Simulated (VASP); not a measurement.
# Ru (R-3m) in VASP: further runs, part 2 of 2

VASP 6.6.1.

## Step 4: Single point, PBE

This run uses another cell than the first one, of the same volume but with other edges.

Contents of INCAR:

```
ALGO     = Fast           # electronic algorithm
EDIFF    = 1E-7           # SCF threshold, eV
ENCUT    = 520            # plane-wave cutoff, eV
GGA      = PE             # functional
ISIF     = 2              # what is computed and relaxed
ISMEAR   = 0              # smearing method
LASPH    = True           # aspherical terms in the spheres
LCHARG   = False          # write CHGCAR
LREAL    = False          # projectors in reciprocal space
LWAVE    = False          # write WAVECAR
NBANDS   = 13             # bands
NELM     = 80             # most SCF steps
PREC     = Accurate       # precision mode
SIGMA    = 0.15           # smearing width, eV
```

Contents of KPOINTS:

```
k-points
0
Gamma
  20 20 20
```

Contents of POSCAR:

```
Ru
1.0
    0.1000169121      2.0027195963      2.0027195963
    2.0027195963      0.1000169121      2.0027195963
    2.0027195963      2.0027195963      0.1000169121
Ru
1
Direct
    0.0000000000      0.0000000000      0.0000000000
```

Potentials or basis: VASP PAW PBE potentials, release 64 (Ru_pv).

Launch:

```sh
cat potpaw_PBE.64/Ru_pv/POTCAR > POTCAR
mpirun -np 1 vasp_std > vasp.out
```

OUTCAR:

```text
EDIFF = 1E-7
   ENCUT = 520
   GGA = PE
   ISIF = 2
   ISMEAR = 0
   LASPH = True
   LREAL = False
   NELM = 80
   PREC = Accurate

 ion  position               nearest neighbor table
   1  0.000  0.000  0.000-

  LATTYP: Found a trigonal (rhomboedric) cell.
 ALAT       =     2.8340386281
 COS(alpha) =     0.5492556092

  Lattice vectors:

 A1 = (   0.1000169121,   2.0027195963,   2.0027195963)
 A2 = (   2.0027195963,   0.1000169121,   2.0027195963)
 A3 = (   2.0027195963,   2.0027195963,   0.1000169121)

[... 564 lines left out ...]

 [... further k-points ...]

------------------------ aborting loop because EDIFF is reached ----------------------------------------

  FORCE on cell =-STRESS in cart. coord.  units (eV):
  Direction    XX          YY          ZZ          XY          YZ          ZX
  --------------------------------------------------------------------------------------
  -------------------------------------------------------------------------------------
  Total       -1.5301932     -1.5301932     -1.5301932     -0.8455177     -0.8455177     -0.8455177
  in kB     -164.9504746   -164.9504746   -164.9504746    -91.1444041    -91.1444041    -91.1444041
  external PRESSURE =    -164.9504746 kB  Pullay stress =       0.0000000 kB

 VOLUME and BASIS-vectors are now :
 -----------------------------------------------------------------------------
  energy-cutoff  :      520.00
  volume of cell :       14.86
      direct lattice vectors                 reciprocal lattice vectors
     0.100016912  2.002719596  2.002719596    -0.269186026  0.256382161  0.256382161
     2.002719596  0.100016912  2.002719596     0.256382161 -0.269186026  0.256382161
     2.002719596  2.002719596  0.100016912     0.256382161  0.256382161 -0.269186026

 POSITION                                       TOTAL-FORCE (eV/Angst)
 -----------------------------------------------------------------------------------
      0.00000      0.00000      0.00000         0.000000      0.000000      0.000000
 -----------------------------------------------------------------------------------
    total drift:                               -0.000000      0.000000      0.000000

  FREE ENERGIE OF THE ION-ELECTRON SYSTEM (eV)
  ---------------------------------------------------
  free  energy   TOTEN  =        -8.9972280313 eV

  energy  without entropy=       -8.9826742260  energy(sigma->0) =       -8.98995113
```

OSZICAR:

```text
N       E                     dE             d eps       ncg     rms          rms(c)
DAV:   1     0.106206378165E+03    0.10621E+03   -0.84463E+03 20412   0.113E+03
DAV:   2    -0.841298670326E+01   -0.11462E+03   -0.10998E+03 22021   0.320E+02
DAV:   3    -0.968139696055E+01   -0.12684E+01   -0.12625E+01 23181   0.371E+01
DAV:   4    -0.968524144472E+01   -0.38445E-02   -0.38444E-02 22041   0.221E+00
DAV:   5    -0.968526796576E+01   -0.26521E-04   -0.26521E-04 23311   0.167E-01    0.103E+01
RMM:   6    -0.903118328455E+01    0.65408E+00   -0.10932E+00 20602   0.102E+01    0.242E+00
RMM:   7    -0.900046404279E+01    0.30719E-01   -0.77298E-02 20857   0.280E+00    0.673E-01
RMM:   8    -0.899727654630E+01    0.31875E-02   -0.73852E-03 22105   0.974E-01    0.110E-01
RMM:   9    -0.899722559082E+01    0.50955E-04   -0.77575E-04 23888   0.318E-01    0.404E-02
RMM:  10    -0.899723196278E+01   -0.63720E-05   -0.86019E-05 23688   0.122E-01    0.113E-02
RMM:  11    -0.899722889143E+01    0.30713E-05   -0.19393E-05 24274   0.566E-02    0.423E-03
RMM:  12    -0.899722843547E+01    0.45595E-06   -0.35428E-06 23862   0.257E-02    0.185E-03
RMM:  13    -0.899722786193E+01    0.57355E-06   -0.12319E-06 23454   0.138E-02    0.937E-04
RMM:  14    -0.899722805098E+01   -0.18906E-06   -0.21514E-07 15379   0.645E-03    0.339E-04
RMM:  15    -0.899722803132E+01    0.19667E-07   -0.41552E-08 11397   0.257E-03
   1 F= -.89972280E+01 E0= -.89899511E+01  d E =-.145538E-01
```

stdout:

```text
POSCAR found type information on POSCAR Ru
 POSCAR found :  1 types and       1 ions
 scaLAPACK will be used
 LDA part: xc-table for (Slater+PW92), standard interpolation
 POSCAR, INCAR and KPOINTS ok, starting setup
 FFT: planning ... GRIDC
 FFT: planning ... GRID_SOFT
 FFT: planning ... GRID
 WAVECAR not read
 entering main loop
```

It took 1.8 min on 1 thread of Intel Xeon Platinum 8488C (Sapphire Rapids), shared host; peak memory 0.26 GiB.

Results:

```yaml
Free_energy: -8.9972 eV
Pressure: -16.5 GPa
Band_gap_on_the_k_mesh: zero (band 7 reaches 13.08 eV, above the bottom of band 8 at 10.07 eV)
```

## Step 5: Single point, PBE

Contents of INCAR:

```
PREC = Accurate ; ENCUT = 520
EDIFF = 1E-6 ; ISMEAR = 0
SIGMA = 0.15 ; LREAL = F
LASPH = T ; NELM = 60
ALGO = Fast ; ISIF = 2
LWAVE = F ; LCHARG = F
GGA = PE ; NBANDS = 13
```

Contents of KPOINTS:

```
regular mesh
0
Gamma
  20 20 20
```

Contents of POSCAR:

```
Ru
1.0
   -0.1000169121      1.9027026843      1.9027026843
    1.9027026843     -0.1000169121      1.9027026843
    1.9027026843      1.9027026843     -0.1000169121
Ru
1
Direct
    0.0000000000      0.0000000000      0.0000000000
```

Potentials or basis: VASP PAW PBE potentials, release 64 (Ru_pv).

Launch:

```sh
cat potpaw_PBE.64/Ru_pv/POTCAR > POTCAR
mpirun -np 1 vasp_std > vasp.out
```

OUTCAR:

```text
PREC = Accurate
   ENCUT = 520
   EDIFF = 1E-6
   ISMEAR = 0
   LREAL = F
   LASPH = T
   NELM = 60
   ISIF = 2
   GGA = PE

 ion  position               nearest neighbor table
   1  0.000  0.000  0.000-

  LATTYP: Found a trigonal (rhomboedric) cell.
 ALAT       =     2.6926860924
 COS(alpha) =     0.4468169809

  Lattice vectors:

 A1 = (  -0.1000169121,   1.9027026843,   1.9027026843)
 A2 = (   1.9027026843,  -0.1000169121,   1.9027026843)
 A3 = (   1.9027026843,   1.9027026843,  -0.1000169121)

Analysis of symmetry for initial positions (statically):
=====================================================================
 Subroutine PRICEL returns:
 Original cell was already a primitive cell.

 Routine SETGRP: Setting up the symmetry group for a
 trigonal (rhombohedral) supercell.

 Subroutine GETGRP returns: Found 12 space group operations
 (whereof 12 operations were pure point group operations)
 out of a pool of 12 trial point group operations.

The static configuration has the point symmetry D_3d.

Analysis of symmetry for dynamics (positions and initial velocities):
=====================================================================
 Subroutine PRICEL returns:
 Original cell was already a primitive cell.

 Routine SETGRP: Setting up the symmetry group for a
 trigonal (rhombohedral) supercell.

 Subroutine GETGRP returns: Found 12 space group operations
 (whereof 12 operations were pure point group operations)
 out of a pool of 12 trial point group operations.

The dynamic configuration has the point symmetry D_3d.

 Subroutine INISYM returns: Found 12 space group operations
 (whereof 12 operations are pure point group operations),
 and found     1 'primitive' translations

----------------------------------------------------------------------------------------
[... 116 lines left out ...]
   GGA     = PE    functional components
   LHFCALC =     F    Hartree Fock is set to
   AEXX    =    0.0000 exact exchange contribution
   IVDW    =     0    specifies the selected vdW correction
   LEPSILON=     F    determine dielectric tensor
   LRPA    =     F    only Hartree local field effects (RPA)
 non-spin polarized calculation
 RMM-DIIS sequential band-by-band and
 Gauss-broadening in eV      SIGMA  =   0.15
  energy-cutoff  :      520.00
  volume of cell :       14.86
 maximum number of plane-waves:       422
   NGX =  9   NGY =  9   NGZ =  9

 number of electron      14.0000003 magnetization

 Free energy of the ion-electron system (eV)
  ---------------------------------------------------
  ext. energy  EPLUGINS =         0.00000000
  ---------------------------------------------------
  free energy    TOTEN  =        -8.99184432 eV

  energy without entropy =       -8.97637689  energy(sigma->0) =       -8.98411060

 E-fermi :  11.1984     XC(G=0): -13.5575

 val. band max:       11.1974619650   @ k =  -0.4500   0.0500  -0.0000
 cond. band min:      11.1987031987   @ k =   0.4000   0.3000   0.1500
 fundamental gap:      0.0012412337
 Fermi energy:        11.1984180826

 k-point     1 :       0.0000    0.0000    0.0000
  band No.  band energies     occupation
      1     -31.2497      2.00000
      2     -31.2497      2.00000
      3     -31.1527      2.00000
      4       3.8153      2.00000
      5       8.5190      2.00000
      6       8.5190      2.00000
      7       9.6222      2.00000
      8      11.1435      1.39567
      9      11.1435      1.39567
     10      21.8562      0.00000
     11      26.2244      0.00000
     12      30.8229      0.00000
     13      30.8229      0.00000
[... 354 lines left out ...]
  band No.  band energies     occupation
      1     -31.8692      2.00000
      2     -31.3198      2.00000
      3     -31.2619      2.00000
      4       5.9153      2.00000
      5       8.4881      2.00000
      6       9.6139      2.00000
      7       9.9880      2.00000
      8      11.9439      0.00000
      9      12.4216      0.00000
     10      21.8520      0.00000
     11      22.2468      0.00000
     12      26.9328      0.00000
     13      31.7341      0.00000

 [... further k-points ...]

------------------------ aborting loop because EDIFF is reached ----------------------------------------

  FORCE on cell =-STRESS in cart. coord.  units (eV):
  Direction    XX          YY          ZZ          XY          YZ          ZX
  --------------------------------------------------------------------------------------
  -------------------------------------------------------------------------------------
  Total       -1.5418191     -1.5418191     -1.5418191      0.9010025      0.9010025      0.9010025
  in kB     -166.2149053   -166.2149053   -166.2149053     97.1320417     97.1320417     97.1320417
  external PRESSURE =    -166.2149053 kB  Pullay stress =       0.0000000 kB

 VOLUME and BASIS-vectors are now :
 -----------------------------------------------------------------------------
  energy-cutoff  :      520.00
  volume of cell :       14.86
      direct lattice vectors                 reciprocal lattice vectors
    -0.100016912  1.902702684  1.902702684    -0.242921604  0.256399421  0.256399421
     1.902702684 -0.100016912  1.902702684     0.256399421 -0.242921604  0.256399421
     1.902702684  1.902702684 -0.100016912     0.256399421  0.256399421 -0.242921604

 POSITION                                       TOTAL-FORCE (eV/Angst)
 -----------------------------------------------------------------------------------
      0.00000      0.00000      0.00000         0.000000     -0.000000      0.000000
 -----------------------------------------------------------------------------------
    total drift:                                0.000000     -0.000000      0.000000

  FREE ENERGIE OF THE ION-ELECTRON SYSTEM (eV)
  ---------------------------------------------------
  free  energy   TOTEN  =        -8.9918443178 eV

  energy  without entropy=       -8.9763768856  energy(sigma->0) =       -8.98411060
```

OSZICAR:

```text
N       E                     dE             d eps       ncg     rms          rms(c)
DAV:   1     0.105669397670E+03    0.10567E+03   -0.84655E+03 20438   0.114E+03
DAV:   2    -0.841294108504E+01   -0.11408E+03   -0.10949E+03 21976   0.320E+02
DAV:   3    -0.967575839135E+01   -0.12628E+01   -0.12573E+01 23136   0.371E+01
DAV:   4    -0.967954209283E+01   -0.37837E-02   -0.37836E-02 21916   0.220E+00
DAV:   5    -0.967956821073E+01   -0.26118E-04   -0.26117E-04 23351   0.166E-01    0.103E+01
RMM:   6    -0.902568103471E+01    0.65389E+00   -0.10903E+00 20598   0.102E+01    0.242E+00
RMM:   7    -0.899502565097E+01    0.30655E-01   -0.77858E-02 20833   0.281E+00    0.674E-01
RMM:   8    -0.899191988202E+01    0.31058E-02   -0.77284E-03 22121   0.992E-01    0.120E-01
RMM:   9    -0.899184252027E+01    0.77362E-04   -0.81915E-04 23913   0.323E-01    0.400E-02
RMM:  10    -0.899184784369E+01   -0.53234E-05   -0.89304E-05 23832   0.124E-01    0.116E-02
RMM:  11    -0.899184447532E+01    0.33684E-05   -0.18565E-05 24199   0.544E-02    0.358E-03
RMM:  12    -0.899184431783E+01    0.15749E-06   -0.32662E-06 18196   0.248E-02
   1 F= -.89918443E+01 E0= -.89841106E+01  d E =-.154674E-01
```

Wall time 70 s (1 thread of Intel Xeon Platinum 8488C (Sapphire Rapids), shared host); peak memory 0.24 GiB.

Results:

```
Free energy            : -8.9918 eV
Pressure               : -16.6 GPa
Band gap on the k mesh : zero (band 7 reaches 13.06 eV, above the bottom of band 8 at 9.95 eV)
```

Stress tensor (GPa, compression positive):
```
-16.62   9.71   9.71
  9.71 -16.62   9.71
  9.71   9.71 -16.62
```

## Step 6: Summary

```csv
cell,further INCAR settings,gap on the mesh (eV),pressure (GPa)
"a = 2.715 Å, angles 62.3°, 1 atom",ALGO = Fast; EDIFF = 1e-06; NBANDS = 13,none,-17.9
"a = 2.809 Å, angles 57.8°, 1 atom",ALGO = Fast; EDIFF = 1e-06; NBANDS = 13,none,-17.9
"a = 2.834 Å, angles 56.7°, 1 atom",ALGO = Fast; EDIFF = 1e-07; NBANDS = 13,none,-16.5
"a = 2.693 Å, angles 63.5°, 1 atom",ALGO = Fast; EDIFF = 1e-06; NBANDS = 13,none,-16.6
```

Alike in all rows: task single point; level PBE; potentials or basis VASP PAW PBE potentials, release 64 (Ru_pv); no spin polarisation; k mesh 20 × 20 × 20; cutoff (eV) 520; smearing gaussian 0.15 eV.

Absolute energies hang on the potentials; compare differences alone.
